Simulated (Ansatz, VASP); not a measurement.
## Two plane-wave programs on Ge

```
Ge
1.0
     0.00426    2.83687    2.83687
     2.83687    0.00426    2.83687
     2.84113    2.84113    0.00000
Ge
2
Direct
  0.00019 0.00019 0.99981
  0.24981 0.24981 0.25019
```

Change from the starting cell: shear_xy strain +0.3%.

Alike in both runs: task single point; functional r2SCAN; k mesh 8 × 8 × 8; occupations fermi-dirac, width 0.02 eV; no spin polarisation.

```csv
,VASP,Ansatz
version,VASP 6.6.1,Ansatz 0.2.0
potentials or method,"VASP PAW PBE potentials, release 64 (Ge_d)","plane waves, PAW"
plane-wave cutoff (eV),520,500
valence electrons in the cell,28,28
```

|  | VASP | Ansatz | Ansatz less VASP |
| --- | --- | --- | --- |
| pressure (GPa) | 0.0 | 0.0 | -0.05 |
| traceless stress, the component that is largest in VASP (GPa) | -0.20 | -0.20 | -0.003 |

VASP's potentials were made for PBE, not for r2SCAN. The functional is the same, so the differences come from potentials, cutoffs and numerics.
